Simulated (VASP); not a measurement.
# HfN (Fm-3m) in VASP: further runs

HfN is run at these levels: PBE; tasks: single point.

Program: VASP 6.6.1. These are calculated values, not measurements. Logs are shortened: lines on timing, memory, paths and dates and some standing lists are left out, and cuts for length are marked.

## Step 1: The cell of the first run

The structure is cubic, space group Fm-3m (No. 225). The conventional cell has a = 4.629 Å, b = 4.629 Å, c = 4.629 Å, α = 90.00°, β = 90.00°, γ = 90.00°. Within 3.1 Å of Hf (site symmetry m-3m) lie 6 N at 2.31 Å. N (site symmetry m-3m) has 6 Hf at 2.31 Å within 3.1 Å.

## Step 2: Single point, PBE

File INCAR:

```
PREC = Accurate
ENCUT = 520
EDIFF = 1E-7
ISMEAR = 1
SIGMA = 0.1
LREAL = F
LASPH = T
NELM = 60
ALGO = Normal
ISIF = 2
LWAVE = F
LCHARG = T
GGA = PE
LELF = T
LVHAR = T
NBANDS = 14
```

File KPOINTS:

```
regular mesh
0
Gamma
  13 13 13
```

File POSCAR:

```
HfN
1.0
    0.0000000000      2.3146234414      2.3146234414
    2.3146234414      0.0000000000      2.3146234414
    2.3146234414      2.3146234414      0.0000000000
Hf N
1 1
Direct
    0.0000000000      0.0000000000      0.0000000000
    0.5000000000      0.5000000000      0.5000000000
```

Potentials or basis: VASP PAW PBE potentials, release 64 (Hf_pv, N).

The run is started by

```
cat potpaw_PBE.64/Hf_pv/POTCAR potpaw_PBE.64/N/POTCAR > POTCAR
mpirun -np 1 vasp_std > vasp.out
```

OUTCAR:

```text
PREC = Accurate
   ENCUT = 520
   EDIFF = 1E-7
   ISMEAR = 1
   LREAL = F
   LASPH = T
   NELM = 60
   ISIF = 2
   GGA = PE

 ion  position               nearest neighbor table
   1  0.000  0.000  0.000-   2 2.31   2 2.31   2 2.31   2 2.31   2 2.31   2 2.31
   2  0.500  0.500  0.500-   1 2.31   1 2.31   1 2.31   1 2.31   1 2.31   1 2.31

  LATTYP: Found a face centered cubic cell.
 ALAT       =     4.6292468828

  Lattice vectors:

 A1 = (   0.0000000000,   2.3146234414,   2.3146234414)
 A2 = (   2.3146234414,   0.0000000000,   2.3146234414)
 A3 = (   2.3146234414,   2.3146234414,   0.0000000000)

Analysis of symmetry for initial positions (statically):
=====================================================================
 Subroutine PRICEL returns:
 Original cell was already a primitive cell.

 Routine SETGRP: Setting up the symmetry group for a
 face centered cubic supercell.

 Subroutine GETGRP returns: Found 48 space group operations
 (whereof 48 operations were pure point group operations)
 out of a pool of 48 trial point group operations.

The static configuration has the point symmetry O_h .

Analysis of symmetry for dynamics (positions and initial velocities):
=====================================================================
 Subroutine PRICEL returns:
 Original cell was already a primitive cell.

 Routine SETGRP: Setting up the symmetry group for a
 face centered cubic supercell.

 Subroutine GETGRP returns: Found 48 space group operations
 (whereof 48 operations were pure point group operations)
 out of a pool of 48 trial point group operations.

The dynamic configuration has the point symmetry O_h .

 Subroutine INISYM returns: Found 48 space group operations
 (whereof 48 operations are pure point group operations),
 and found     1 'primitive' translations

----------------------------------------------------------------------------------------

                                     Primitive cell

  volume of cell :      24.8011

  direct lattice vectors                    reciprocal lattice vectors
     0.000000000  2.314623441  2.314623441    -0.216017859  0.216017859  0.216017859
     2.314623441  0.000000000  2.314623441     0.216017859 -0.216017859  0.216017859
     2.314623441  2.314623441  0.000000000     0.216017859  0.216017859 -0.216017859

  length of vectors
     3.273371863  3.273371863  3.273371863     0.374153907  0.374153907  0.374153907

  position of ions in fractional coordinates (direct lattice)
     0.000000000  0.000000000  0.000000000
     0.500000000  0.500000000  0.500000000

  ion indices of the primitive-cell ions
   primitive index   ion index
                 1           1
                 2           2

----------------------------------------------------------------------------------------

 KPOINTS: regular mesh

Automatic generation of k-mesh.
 Grid dimensions read from file:
 generate k-points for:   13   13   13

 Generating k-lattice:

  Cartesian coordinates                     Fractional coordinates (reciprocal lattice)
    -0.016616758  0.016616758  0.016616758     0.076923077  0.000000000  0.000000000
     0.016616758 -0.016616758  0.016616758     0.000000000  0.076923077  0.000000000
     0.016616758  0.016616758 -0.016616758     0.000000000  0.000000000  0.076923077

  Length of vectors
     0.028781070  0.028781070  0.028781070

  Shift w.r.t. Gamma in fractional coordinates (k-lattice)
     0.000000000  0.000000000  0.000000000

 Subroutine IBZKPT returns following result:
 ===========================================

 Found     84 irreducible k-points:

 Following reciprocal coordinates:
            Coordinates               Weight
  0.000000  0.000000  0.000000      1.000000
  0.076923  0.000000  0.000000      8.000000
  0.153846  0.000000  0.000000      8.000000
  0.230769  0.000000  0.000000      8.000000
  0.307692  0.000000  0.000000      8.000000
  0.384615  0.000000  0.000000      8.000000
[... 16 lines left out ...]
  0.384615  0.153846  0.000000     24.000000
  0.461538  0.153846  0.000000     24.000000
 [... further k-points ...]
   k-points           NKPTS =     84   k-points in BZ     NKDIM =     84   number of bands    NBANDS=     14
   number of dos      NEDOS =    301   number of ions     NIONS =      2
   total plane-waves  NPLWV =  13824
   dimension x,y,z NGX =    24 NGY =   24 NGZ =   24
   dimension x,y,z NGXF=    48 NGYF=   48 NGZF=   48
   ions per type =               1   1
   NGX,Y,Z   is equivalent  to a cutoff of  12.19, 12.19, 12.19 a.u.
   NGXF,Y,Z  is equivalent  to a cutoff of  24.38, 24.38, 24.38 a.u.
 SYSTEM =  unknown system
   PREC   = accura    normal or accurate (medium, high low for compatibility)
   ISTART =      0    job   : 0-new  1-cont  2-samecut
   ICHARG =      2    charge: 1-file 2-atom 10-const
   ISPIN  =      1    spin polarized calculation?
   LNONCOLLINEAR =      F non collinear calculations
   LSORBIT =      F    spin-orbit coupling
   LASPH  =      T    aspherical Exc in radial PAW
   ENCUT  =  520.0 eV  38.22 Ry    6.18 a.u.   6.09  6.09  6.09*2*pi/ulx,y,z
   NELM   =     60;   NELMIN=  2; NELMDL= -5     # of ELM steps
   EDIFF  = 0.1E-06   stopping-criterion for ELM
   LREAL  =      F    real-space projection
   EDIFFG = 0.1E-05   stopping-criterion for IOM
   NSW    =      0    number of steps for IOM
   IBRION =     -1    ionic relax: 0-MD 1-quasi-New 2-CG
   NFREE  =      0    steps in history (QN), initial steepest desc. (CG)
   ISIF   =      2    stress and relaxation
   ISYM   =      2    0-nonsym 1-usesym 2-fastsym
   POTIM  = 0.5000    time-step for ionic-motion
   TEBEG  =    0.0;   TEEND  =   0.0 temperature during run
   PSTRESS=    0.0 pullay stress
   NELECT =      15.0000    total number of electrons
   NUPDOWN=      -1.0000    fix difference up-down
   EMIN   =  10.00;   EMAX   =-10.00  energy-range for DOS
   EFERMI =   0.00;   METHOD = LEGACY
   ISMEAR =     1;   SIGMA  =   0.10  broadening in eV -4-tet -1-fermi 0-gaus
   EFERMI_NEDOS =   21; number of points for ismear=-14 and -15
   IALGO  =     38    algorithm
   IMIX   =      4    mixing-type and parameters
     AMIX     =   0.40;   BMIX     =  1.00
     AMIX_MAG =   1.60;   BMIX_MAG =  1.00
  volume/ion in A,a.u.               =      12.40        83.68
  Fermi-wavevector in a.u.,A,eV,Ry     =   1.384464  2.616257 26.078827  1.916740
  Thomas-Fermi vector in A             =   2.508965
   LORBIT       =      0    0 simple, 1 ext, 2 COOP (PROOUT), +10 PAW based schemes
   GGA     = PE    functional components
   LHFCALC =     F    Hartree Fock is set to
   AEXX    =    0.0000 exact exchange contribution
   IVDW    =     0    specifies the selected vdW correction
   LEPSILON=     F    determine dielectric tensor
   LRPA    =     F    only Hartree local field effects (RPA)
 non-spin polarized calculation
 Methfessel and Paxton  Order N= 1 SIGMA  =   0.10
  energy-cutoff  :      520.00
  volume of cell :       24.80
 maximum number of plane-waves:       684
   NGX = 13   NGY = 13   NGZ = 13

 number of electron      14.9999999 magnetization

 Free energy of the ion-electron system (eV)
  ---------------------------------------------------
  ext. energy  EPLUGINS =         0.00000000
  ---------------------------------------------------
  free energy    TOTEN  =       -21.68493365 eV

  energy without entropy =      -21.68480629  energy(sigma->0) =      -21.68489120

 E-fermi :   7.8087     XC(G=0): -12.3528

 val. band max:        7.7675438594   @ k =   0.1538   0.0000   0.0000
 cond. band min:       7.8381378459   @ k =  -0.3846   0.3077   0.0000
 fundamental gap:      0.0705939865
 Fermi energy:         7.8087103008

 k-point     1 :       0.0000    0.0000    0.0000
  band No.  band energies     occupation
      1     -23.6909      2.00000
      2     -23.6909      2.00000
      3     -23.6909      2.00000
      4      -9.3303      2.00000
      5       4.8103      2.00000
      6       4.8103      2.00000
      7       4.8103      2.00000
      8       7.4332      2.00000
      9       7.4332      2.00000
     10       7.4332      2.00000
     11       8.8760     -0.00000
     12       9.5390     -0.00000
     13       9.5390     -0.00000
     14      17.1356      0.00000

 k-point     2 :       0.0769    0.0000    0.0000
  band No.  band energies     occupation
      1     -23.7357      2.00000
      2     -23.6949      2.00000
      3     -23.6949      2.00000
      4      -9.2144      2.00000
      5       4.2352      2.00000
      6       4.5019      2.00000
      7       4.5019      2.00000
      8       7.5629      2.00279
      9       7.6153      2.01964
     10       7.6153      2.01964
     11       9.3280     -0.00000
     12       9.9460      0.00000
     13       9.9460      0.00000
     14      17.5555      0.00000

 k-point     3 :       0.1538    0.0000    0.0000
  band No.  band energies     occupation
      1     -23.8573      2.00000
      2     -23.7059      2.00000
      3     -23.7059      2.00000
      4      -8.8869      2.00000
      5       3.0717      2.00000
      6       3.8414      2.00000
      7       3.8414      2.00000
      8       7.7675      1.63561
      9       8.0844     -0.00068
     10       8.0844     -0.00068
     11      10.3632      0.00000
     12      10.9560      0.00000
     13      10.9560      0.00000
     14      18.6621      0.00000

 k-point     4 :       0.2308    0.0000    0.0000
  band No.  band energies     occupation
      1     -24.0235      2.00000
      2     -23.7215      2.00000
      3     -23.7215      2.00000
      4      -8.4053      2.00000
      5       1.8313      2.00000
      6       3.1487      2.00000
      7       3.1487      2.00000
      8       8.1046     -0.00023
      9       8.7712     -0.00000
     10       8.7712     -0.00000
     11      11.4932      0.00000
     12      12.2407      0.00000
     13      12.2407      0.00000
     14      19.6271      0.00000

 k-point     5 :       0.3077    0.0000    0.0000
  band No.  band energies     occupation
      1     -24.1935      2.00000
      2     -23.7378      2.00000
      3     -23.7378      2.00000
      4      -7.8562      2.00000
      5       0.7119      2.00000
      6       2.5680      2.00000
      7       2.5680      2.00000
      8       8.6788     -0.00000
      9       9.6069     -0.00000
     10       9.6069     -0.00000
     11      12.3592      0.00000
[... 276 lines left out ...]
 k-point    22 :       0.3077    0.1538    0.0000
  band No.  band energies     occupation
      1     -24.0900      2.00000
      2     -23.7864      2.00000
      3     -23.7784      2.00000
      4      -8.1344      2.00000
      5       1.1207      2.00000
      6       3.0288      2.00000
      7       3.4265      2.00000
      8       6.7597      2.00000
      9      10.1909      0.00000
     10      10.3184      0.00000
     11      11.2236      0.00000
     12      11.5445      0.00000
     13      14.9060      0.00000
     14      19.6243      0.00000

 k-point    23 :       0.3846    0.1538    0.0000
  band No.  band energies     occupation
      1     -24.2213      2.00000
      2     -23.8059      2.00000
      3     -23.7987      2.00000
      4      -7.7381      2.00000
      5       0.5791      2.00000
      6       2.4317      2.00000
      7       2.9027      2.00000
      8       7.3768      2.00000
      9      10.8905      0.00000
     10      11.0102      0.00000
     11      12.1491      0.00000
     12      12.7773      0.00000
     13      15.5176      0.00000
     14      18.9918      0.00000

 k-point    24 :       0.4615    0.1538    0.0000
  band No.  band energies     occupation
      1     -24.3153      2.00000
      2     -23.8361      2.00000
      3     -23.8002      2.00000
      4      -7.4111      2.00000
      5       0.1276      2.00000
      6       2.1184      2.00000
      7       2.4735      2.00000
      8       8.2361     -0.00000
      9      11.1548      0.00000
     10      11.3856      0.00000
     11      12.8956      0.00000
     12      14.0720      0.00000
     13      15.8377      0.00000
     14      17.8759      0.00000

 [... further k-points ...]
[... 5 lines left out ...]
  --------------------------------------------------------------------------------------
  -------------------------------------------------------------------------------------
  Total       -2.2738632     -2.2738632     -2.2738632      0.0000000      0.0000000      0.0000000
  in kB     -146.8939403   -146.8939403   -146.8939403      0.0000000      0.0000000      0.0000000
  external PRESSURE =    -146.8939403 kB  Pullay stress =       0.0000000 kB

 VOLUME and BASIS-vectors are now :
 -----------------------------------------------------------------------------
  energy-cutoff  :      520.00
  volume of cell :       24.80
      direct lattice vectors                 reciprocal lattice vectors
     0.000000000  2.314623441  2.314623441    -0.216017859  0.216017859  0.216017859
     2.314623441  0.000000000  2.314623441     0.216017859 -0.216017859  0.216017859
     2.314623441  2.314623441  0.000000000     0.216017859  0.216017859 -0.216017859

 POSITION                                       TOTAL-FORCE (eV/Angst)
 -----------------------------------------------------------------------------------
      0.00000      0.00000      0.00000         0.000000     -0.000000      0.000000
      2.31462      2.31462      2.31462        -0.000000      0.000000     -0.000000
 -----------------------------------------------------------------------------------
    total drift:                                0.000000     -0.000000     -0.000000

  FREE ENERGIE OF THE ION-ELECTRON SYSTEM (eV)
  ---------------------------------------------------
  free  energy   TOTEN  =       -21.6849336506 eV

  energy  without entropy=      -21.6848062923  energy(sigma->0) =      -21.68489120
```

It took 13 s on 1 thread of Intel Xeon Platinum 8488C (Sapphire Rapids), shared host; peak memory 0.16 GiB.

Results:

* Free energy: -21.6849 eV
* Pressure: -14.7 GPa

Caveat: spin-orbit coupling is left out, which moves the levels of the heavy elements.

[end of part 1 of 2]
